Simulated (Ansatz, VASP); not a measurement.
Al2InN3: VASP beside Ansatz

```
Al In N
1.0
     3.06294    0.06561   -0.01871
     0.11363    5.14969    0.08561
    -0.04647    0.12275    7.55281
Al In N
4 2 6
Cartesian
  2.9928 1.7953 4.9220
  1.4875 4.4264 4.8949
  1.5108 0.9718 2.4196
  3.1832 3.5624 2.6885
  1.5711 2.6147 7.5842
  0.0638 -0.0022 0.0098
  3.0893 1.8237 1.6741
  1.6619 4.3201 1.6475
  1.5790 1.0028 5.9258
  3.0162 3.5266 6.2524
  1.5541 2.7961 3.8084
  0.0201 0.1064 3.7866
```

Change from the starting cell: cell x2, atoms moved at random (sigma 0.1 Å) and cell strained at random (1.5 %), then relaxed without symmetry.

Alike in both runs: task relaxation of cell and atoms; functional PBE; k mesh 4 × 4 × 2; occupations gaussian, width 0.1 eV; no spin polarisation.

|  | VASP | Ansatz |
| --- | --- | --- |
| version | VASP 6.6.1 | Ansatz 0.2.0 |
| potentials or method | VASP PAW PBE potentials, release 64 (Al, In_d, N), cutoff 600 eV | scalar-relativistic, plane waves, PAW |
| valence electrons in the cell | 68 | 68 |

Ansatz gave:

```
gap on the k mesh at the Fermi level, each at its own relaxed structure (eV) : 2.34
relaxed volume (Å³/atom)                                                     : 9.94
relaxed cell length with the largest relative difference (Å)                 : 5.237
```

Problem. Which values does VASP return?

Solution. gap on the k mesh at the Fermi level, each at its own relaxed structure (eV): 2.32; relaxed volume (Å³/atom): 9.94; relaxed cell length with the largest relative difference (Å): 5.236.

The k mesh is coarse, so the values compare programs but aren't converged.
